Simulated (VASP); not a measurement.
# Nb (R-3m) in VASP: a series of runs

Nb is run at these levels: PBE; tasks: single point.

Everything below comes from runs of VASP 6.6.1. Logs are shortened: lines on timing, memory, paths and dates and some standing lists are left out, and cuts for length are marked.

## Step 1: The cell of the first run

The structure is trigonal, space group R-3m (No. 166). Conventional cell: a = 3.006 Å, b = 3.006 Å, c = 7.253 Å, α = 90.00°, β = 90.00°, γ = 120.00°. Within 3.9 Å of Nb (site symmetry -3m) lie 12 Nb at 2.98 to 3.01 Å.

## Step 2: Single point, PBE (equal xy, yz and zx shear strains of -1 %)

Input file INCAR:

```
SYSTEM = Nb
PREC     = Accurate       ! precision mode
ENCUT    = 520            ! plane-wave cutoff, eV
EDIFF    = 1E-6           ! SCF threshold, eV
ISMEAR   = -1             ! smearing method
SIGMA    = 0.08           ! smearing width, eV
LREAL    = .False.        ! projectors in reciprocal space
LASPH    = .True.         ! aspherical terms in the spheres
NELM     = 100            ! most SCF steps
ALGO     = Normal         ! electronic algorithm
ISIF     = 2              ! what is computed and relaxed
LWAVE    = .False.        ! write WAVECAR
LCHARG   = .False.        ! write CHGCAR
GGA      = PE             ! functional
NBANDS   = 12             ! bands
```

Input file KPOINTS:

```
Automatic mesh
0
Gamma
  13 13 13
  0 0 0
```

Input file POSCAR:

```
Nb
1.0
   -0.0211500000      2.1044250000      2.1044250000
    2.1044250000     -0.0211500000      2.1044250000
    2.1044250000      2.1044250000     -0.0211500000
Nb
1
Direct
    0.0000000000      0.0000000000      0.0000000000
```

Potentials or basis: VASP PAW PBE potentials, release 64 (Nb_sv).

The run is started by

```
cat potpaw_PBE.64/Nb_sv/POTCAR > POTCAR
mpirun -np 1 vasp_std > vasp.out
```

OUTCAR:

```text
SYSTEM = Nb
   PREC = Accurate
   ENCUT = 520
   EDIFF = 1E-6
   ISMEAR = -1
   LREAL = .False.
   LASPH = .True.
   NELM = 100
   ISIF = 2
   GGA = PE

 ion  position               nearest neighbor table
   1  0.000  0.000  0.000-

  LATTYP: Found a trigonal (rhomboedric) cell.
 ALAT       =     2.9761815274
 COS(alpha) =     0.4899250057

  Lattice vectors:

 A1 = (  -0.0211500000,   2.1044250000,   2.1044250000)
 A2 = (   2.1044250000,  -0.0211500000,   2.1044250000)
 A3 = (   2.1044250000,   2.1044250000,  -0.0211500000)

Analysis of symmetry for initial positions (statically):
=====================================================================
 Subroutine PRICEL returns:
 Original cell was already a primitive cell.

 Routine SETGRP: Setting up the symmetry group for a
 trigonal (rhombohedral) supercell.

 Subroutine GETGRP returns: Found 12 space group operations
 (whereof 12 operations were pure point group operations)
 out of a pool of 12 trial point group operations.

The static configuration has the point symmetry D_3d.

Analysis of symmetry for dynamics (positions and initial velocities):
=====================================================================
 Subroutine PRICEL returns:
 Original cell was already a primitive cell.

 Routine SETGRP: Setting up the symmetry group for a
 trigonal (rhombohedral) supercell.

 Subroutine GETGRP returns: Found 12 space group operations
 (whereof 12 operations were pure point group operations)
 out of a pool of 12 trial point group operations.

The dynamic configuration has the point symmetry D_3d.

 Subroutine INISYM returns: Found 12 space group operations
 (whereof 12 operations are pure point group operations),
 and found     1 'primitive' translations

----------------------------------------------------------------------------------------

                                     Primitive cell

  volume of cell :      18.9203

  direct lattice vectors                    reciprocal lattice vectors
    -0.021150000  2.104425000  2.104425000    -0.234042434  0.236418500  0.236418500
     2.104425000 -0.021150000  2.104425000     0.236418500 -0.234042434  0.236418500
     2.104425000  2.104425000 -0.021150000     0.236418500  0.236418500 -0.234042434

  length of vectors
     2.976181527  2.976181527  2.976181527     0.408121643  0.408121643  0.408121643

  position of ions in fractional coordinates (direct lattice)
     0.000000000  0.000000000  0.000000000

  ion indices of the primitive-cell ions
   primitive index   ion index
                 1           1

----------------------------------------------------------------------------------------

 KPOINTS: Automatic mesh

Automatic generation of k-mesh.
 Grid dimensions read from file:
 generate k-points for:   13   13   13

 Generating k-lattice:

  Cartesian coordinates                     Fractional coordinates (reciprocal lattice)
    -0.018003264  0.018186038  0.018186038     0.076923077  0.000000000  0.000000000
     0.018186038 -0.018003264  0.018186038     0.000000000  0.076923077  0.000000000
     0.018186038  0.018186038 -0.018003264     0.000000000  0.000000000  0.076923077

  Length of vectors
     0.031393973  0.031393973  0.031393973

  Shift w.r.t. Gamma in fractional coordinates (k-lattice)
     0.000000000  0.000000000  0.000000000

 Subroutine IBZKPT returns following result:
 ===========================================

 Found    231 irreducible k-points:

 Following reciprocal coordinates:
            Coordinates               Weight
  0.000000  0.000000  0.000000      1.000000
  0.076923  0.000000 -0.000000      6.000000
  0.153846  0.000000  0.000000      6.000000
  0.230769 -0.000000 -0.000000      6.000000
  0.307692  0.000000  0.000000      6.000000
  0.384615  0.000000  0.000000      6.000000
[... 16 lines left out ...]
  0.384615  0.153846  0.000000     12.000000
  0.461538  0.153846 -0.000000     12.000000
 [... further k-points ...]
   k-points           NKPTS =    231   k-points in BZ     NKDIM =    231   number of bands    NBANDS=     12
   number of dos      NEDOS =    301   number of ions     NIONS =      1
   total plane-waves  NPLWV =  13824
   dimension x,y,z NGX =    24 NGY =   24 NGZ =   24
   dimension x,y,z NGXF=    48 NGYF=   48 NGZF=   48
   ions per type =               1
   NGX,Y,Z   is equivalent  to a cutoff of  13.41, 13.41, 13.41 a.u.
   NGXF,Y,Z  is equivalent  to a cutoff of  26.81, 26.81, 26.81 a.u.
 SYSTEM =  Nb
   PREC   = accura    normal or accurate (medium, high low for compatibility)
   ISTART =      0    job   : 0-new  1-cont  2-samecut
   ICHARG =      2    charge: 1-file 2-atom 10-const
   ISPIN  =      1    spin polarized calculation?
   LNONCOLLINEAR =      F non collinear calculations
   LSORBIT =      F    spin-orbit coupling
   LASPH  =      T    aspherical Exc in radial PAW
   ENCUT  =  520.0 eV  38.22 Ry    6.18 a.u.   5.53  5.53  5.53*2*pi/ulx,y,z
   NELM   =    100;   NELMIN=  2; NELMDL= -5     # of ELM steps
   EDIFF  = 0.1E-05   stopping-criterion for ELM
   LREAL  =      F    real-space projection
   EDIFFG = 0.1E-04   stopping-criterion for IOM
   NSW    =      0    number of steps for IOM
   IBRION =     -1    ionic relax: 0-MD 1-quasi-New 2-CG
   NFREE  =      0    steps in history (QN), initial steepest desc. (CG)
   ISIF   =      2    stress and relaxation
   ISYM   =      2    0-nonsym 1-usesym 2-fastsym
   POTIM  = 0.5000    time-step for ionic-motion
   TEBEG  =    0.0;   TEEND  =   0.0 temperature during run
   PSTRESS=    0.0 pullay stress
   NELECT =      13.0000    total number of electrons
   NUPDOWN=      -1.0000    fix difference up-down
   EMIN   =  10.00;   EMAX   =-10.00  energy-range for DOS
   EFERMI =   0.00;   METHOD = LEGACY
   ISMEAR =    -1;   SIGMA  =   0.08  broadening in eV -4-tet -1-fermi 0-gaus
   EFERMI_NEDOS =   21; number of points for ismear=-14 and -15
   IALGO  =     38    algorithm
   IMIX   =      4    mixing-type and parameters
     AMIX     =   0.40;   BMIX     =  1.00
     AMIX_MAG =   1.60;   BMIX_MAG =  1.00
  volume/ion in A,a.u.               =      18.92       127.68
  Fermi-wavevector in a.u.,A,eV,Ry     =   1.444596  2.729891 28.393430  2.086858
  Thomas-Fermi vector in A             =   2.562873
   LORBIT       =      0    0 simple, 1 ext, 2 COOP (PROOUT), +10 PAW based schemes
   GGA     = PE    functional components
   LHFCALC =     F    Hartree Fock is set to
   AEXX    =    0.0000 exact exchange contribution
   IVDW    =     0    specifies the selected vdW correction
   LEPSILON=     F    determine dielectric tensor
   LRPA    =     F    only Hartree local field effects (RPA)
 non-spin polarized calculation
  energy-cutoff  :      520.00
  volume of cell :       18.92
 maximum number of plane-waves:       533
 NGX is ok and might be reduce to    24
   NGX = 11   NGY = 11   NGZ = 11

 number of electron      13.0000001 magnetization

 Free energy of the ion-electron system (eV)
  ---------------------------------------------------
  ext. energy  EPLUGINS =         0.00000000
  ---------------------------------------------------
  free energy    TOTEN  =        -9.90929666 eV

  energy without entropy =       -9.87623643  energy(sigma->0) =       -9.89276655

 E-fermi :  10.8364     XC(G=0): -12.2509

 val. band max:       10.8321299501   @ k =   0.3846   0.2308  -0.0000
 cond. band min:      10.8382169557   @ k =   0.3846   0.3846   0.1538
 fundamental gap:      0.0060870056
 Fermi energy:        10.8363805609

 k-point     1 :       0.0000    0.0000    0.0000
  band No.  band energies     occupation
      1     -43.9516      2.00000
      2     -19.3660      2.00000
      3     -19.3660      2.00000
      4     -19.3275      2.00000
      5       4.6478      2.00000
      6      10.8825      0.71935
      7      10.8825      0.71934
      8      11.1164      0.05864
      9      13.5294      0.00000
     10      13.5294      0.00000
     11      22.6637      0.00000
     12      27.2914      0.00000

 k-point     2 :       0.0769    0.0000   -0.0000
  band No.  band energies     occupation
      1     -43.9413      2.00000
      2     -19.4327      2.00000
      3     -19.3740      2.00000
      4     -19.3396      2.00000
      5       4.8638      2.00000
      6      10.7388      1.54393
      7      10.9735      0.30514
      8      11.1981      0.02150
      9      13.4455      0.00000
     10      13.4499      0.00000
     11      23.0916      0.00000
     12      26.4649      0.00000

 k-point     3 :       0.1538    0.0000    0.0000
  band No.  band energies     occupation
      1     -43.9126      2.00000
      2     -19.6221      2.00000
      3     -19.3963      2.00000
      4     -19.3654      2.00000
      5       5.4588      2.00000
      6      10.3888      1.99260
      7      11.1682      0.03109
      8      11.4058      0.00162
      9      13.3202      0.00000
     10      13.3368      0.00000
     11      24.0496      0.00000
     12      25.1589      0.00000
[... 286 lines left out ...]
 k-point    23 :       0.3846    0.1538    0.0000
  band No.  band energies     occupation
      1     -43.7908      2.00000
      2     -20.2181      2.00000
      3     -19.5797      2.00000
      4     -19.5389      2.00000
      5       7.5418      2.00000
      6       9.6152      2.00000
      7      10.5731      1.92820
      8      11.8909      0.00000
      9      14.5816      0.00000
     10      15.1758      0.00000
     11      22.9114      0.00000
     12      25.3754      0.00000

 k-point    24 :       0.4615    0.1538   -0.0000
  band No.  band energies     occupation
      1     -43.7626      2.00000
      2     -20.3676      2.00000
      3     -19.6324      2.00000
      4     -19.5490      2.00000
      5       7.6691      2.00000
      6       9.8271      1.99999
      7      10.7850      1.31058
      8      11.6656      0.00006
      9      15.5397      0.00000
     10      15.9331      0.00000
     11      21.4593      0.00000
     12      24.3230      0.00000

 [... further k-points ...]

------------------------ aborting loop because EDIFF is reached ----------------------------------------

  FORCE on cell =-STRESS in cart. coord.  units (eV):
  Direction    XX          YY          ZZ          XY          YZ          ZX
  --------------------------------------------------------------------------------------
  -------------------------------------------------------------------------------------
  Total       -0.1695324     -0.1695324     -0.1695324     -0.0444092     -0.0444092     -0.0444092
  in kB      -14.3560489    -14.3560489    -14.3560489     -3.7605831     -3.7605831     -3.7605831
  external PRESSURE =     -14.3560489 kB  Pullay stress =       0.0000000 kB

 VOLUME and BASIS-vectors are now :
 -----------------------------------------------------------------------------
  energy-cutoff  :      520.00
  volume of cell :       18.92
      direct lattice vectors                 reciprocal lattice vectors
    -0.021150000  2.104425000  2.104425000    -0.234042434  0.236418500  0.236418500
     2.104425000 -0.021150000  2.104425000     0.236418500 -0.234042434  0.236418500
     2.104425000  2.104425000 -0.021150000     0.236418500  0.236418500 -0.234042434

 POSITION                                       TOTAL-FORCE (eV/Angst)
 -----------------------------------------------------------------------------------
      0.00000      0.00000      0.00000         0.000000      0.000000     -0.000000
 -----------------------------------------------------------------------------------
    total drift:                               -0.000000      0.000000      0.000000

  FREE ENERGIE OF THE ION-ELECTRON SYSTEM (eV)
  ---------------------------------------------------
  free  energy   TOTEN  =        -9.9092966647 eV

  energy  without entropy=       -9.8762364288  energy(sigma->0) =       -9.89276655
```

Run time: 60 s. Hardware: 1 thread of Intel Xeon 8259CL, shared host; peak memory 0.18 GiB.

What came out:

```
Free energy            : -9.9093 eV
Pressure               : -1.4 GPa
Band gap on the k mesh : zero (an odd number of electrons rules out a gap without spin polarisation)
```

Stress tensor (GPa, compression positive):
```
-1.44 -0.38 -0.38
-0.38 -1.44 -0.38
-0.38 -0.38 -1.44
```

Levels at points of the mesh, in eV from the Fermi level:
| k point | band 3 | band 4 | band 5 | band 6 | band 7 | band 8 | band 9 | band 10 |
| --- | --- | --- | --- | --- | --- | --- | --- | --- |
| (0.00, 0.00, 0.00) | -30.20 | -30.16 | -6.19 | 0.05 | 0.05 | 0.28 | 2.69 | 2.69 |

Caveat: the cell differs from its parent crystal (equal xy, yz and zx shear strains of -1 %).

## Step 3: Single point, PBE (equal xy, yz and zx shear strains of +2 %)

INCAR, as its differences from that of step 2:

```diff
@@ -3,3 +3,3 @@
 ENCUT    = 520            ! plane-wave cutoff, eV
-EDIFF    = 1E-6           ! SCF threshold, eV
+EDIFF    = 1E-7           ! SCF threshold, eV
 ISMEAR   = -1             ! smearing method
@@ -8,3 +8,3 @@
 LASPH    = .True.         ! aspherical terms in the spheres
-NELM     = 100            ! most SCF steps
+NELM     = 80             ! most SCF steps
 ALGO     = Normal         ! electronic algorithm
```

KPOINTS is that of step 2.

Input file POSCAR:

```
Nb
1.0
    0.0423000000      2.1361500000      2.1361500000
    2.1361500000      0.0423000000      2.1361500000
    2.1361500000      2.1361500000      0.0423000000
Nb
1
Direct
    0.0000000000      0.0000000000      0.0000000000
```

Potentials or basis: VASP PAW PBE potentials, release 64 (Nb_sv).

The run is started by

```
cat potpaw_PBE.64/Nb_sv/POTCAR > POTCAR
mpirun -np 1 vasp_std > vasp.out
```

OUTCAR:

```text
SYSTEM = Nb
   PREC = Accurate
   ENCUT = 520
   EDIFF = 1E-7
   ISMEAR = -1
   LREAL = .False.
   LASPH = .True.
   NELM = 80
   ISIF = 2
   GGA = PE

 ion  position               nearest neighbor table
   1  0.000  0.000  0.000-

  LATTYP: Found a trigonal (rhomboedric) cell.
 ALAT       =     3.0212684315
 COS(alpha) =     0.5197000882

  Lattice vectors:

 A1 = (   0.0423000000,   2.1361500000,   2.1361500000)
 A2 = (   2.1361500000,   0.0423000000,   2.1361500000)
 A3 = (   2.1361500000,   2.1361500000,   0.0423000000)

[... 537 lines left out ...]

 [... further k-points ...]

------------------------ aborting loop because EDIFF is reached ----------------------------------------

  FORCE on cell =-STRESS in cart. coord.  units (eV):
  Direction    XX          YY          ZZ          XY          YZ          ZX
  --------------------------------------------------------------------------------------
  -------------------------------------------------------------------------------------
  Total       -0.1714410     -0.1714410     -0.1714410      0.0921082      0.0921082      0.0921082
  in kB      -14.5208998    -14.5208998    -14.5208998      7.8014846      7.8014846      7.8014846
  external PRESSURE =     -14.5208998 kB  Pullay stress =       0.0000000 kB

 VOLUME and BASIS-vectors are now :
 -----------------------------------------------------------------------------
  energy-cutoff  :      520.00
  volume of cell :       18.92
      direct lattice vectors                 reciprocal lattice vectors
     0.042300000  2.136150000  2.136150000    -0.241135688  0.236453442  0.236453442
     2.136150000  0.042300000  2.136150000     0.236453442 -0.241135688  0.236453442
     2.136150000  2.136150000  0.042300000     0.236453442  0.236453442 -0.241135688

 POSITION                                       TOTAL-FORCE (eV/Angst)
 -----------------------------------------------------------------------------------
      0.00000      0.00000      0.00000        -0.000000      0.000000     -0.000000
 -----------------------------------------------------------------------------------
    total drift:                                0.000000      0.000000     -0.000000

  FREE ENERGIE OF THE ION-ELECTRON SYSTEM (eV)
  ---------------------------------------------------
  free  energy   TOTEN  =        -9.9116242492 eV

  energy  without entropy=       -9.8789150406  energy(sigma->0) =       -9.89526964
```

Wall time 69 s (1 thread of Intel Xeon 8259CL, shared host); peak memory 0.18 GiB.

Results:

```
Free energy            : -9.9116 eV
Pressure               : -1.5 GPa
Band gap on the k mesh : zero (an odd number of electrons rules out a gap without spin polarisation)
```

Stress tensor (GPa, compression positive):
```
-1.45  0.78  0.78
 0.78 -1.45  0.78
 0.78  0.78 -1.45
```

Caveat: the cell differs from its parent crystal (equal xy, yz and zx shear strains of +2 %).

## Step 4: Single point, PBE (equal xy, yz and zx shear strains of -2 %)

Input file INCAR:

```
PREC = Accurate
ENCUT = 520
EDIFF = 1E-7
ISMEAR = -1
SIGMA = 0.08
LREAL = F
LASPH = T
NELM = 100
ALGO = Normal
ISIF = 2
LWAVE = F
LCHARG = F
GGA = PE
NBANDS = 12
```

Input file KPOINTS:

```
Automatic mesh
0
Gamma
  13 13 13
```

Input file POSCAR:

```
Nb
1.0
   -0.0423000000      2.0938500000      2.0938500000
    2.0938500000     -0.0423000000      2.0938500000
    2.0938500000      2.0938500000     -0.0423000000
Nb
1
Direct
    0.0000000000      0.0000000000      0.0000000000
```

The run is started by

```
cat potpaw_PBE.64/Nb_sv/POTCAR > POTCAR
mpirun -np 1 vasp_std > vasp.out
```

Wall time 70 s (1 thread of Intel Xeon 8259CL, shared host); peak memory 0.18 GiB.

The run converged. Its results:

```yaml
Free_energy: -9.9112 eV
Pressure: -1.5 GPa
Band_gap_on_the_k_mesh: zero (an odd number of electrons rules out a gap without spin polarisation)
```

Stress tensor (GPa, compression positive):
```
-1.51 -0.63 -0.63
-0.63 -1.51 -0.63
-0.63 -0.63 -1.51
```

Levels at points of the mesh, in eV from the Fermi level:
```
           k point  band 4  band 5  band 6  band 7  band 8  band 9
(0.00, 0.00, 0.00)  -30.13   -6.18   -0.03   -0.03    0.45    2.71
```

Caveat: the cell differs from its parent crystal (equal xy, yz and zx shear strains of -2 %).

## Step 5: The runs side by side

```tsv
cell	gap on the mesh (eV)	pressure (GPa)
a = 2.976 Å, angles 60.7°, 1 atom	none	-1.4
a = 3.021 Å, angles 58.7°, 1 atom	none	-1.5
a = 2.961 Å, angles 61.3°, 1 atom	none	-1.5
```

Alike in all rows: task single point; level PBE; potentials or basis VASP PAW PBE potentials, release 64 (Nb_sv); no spin polarisation; k mesh 13 × 13 × 13; cutoff (eV) 520; smearing fermi-dirac 0.08 eV.

Total energies depend on the potentials used, so only differences within one code and one set of settings carry meaning.
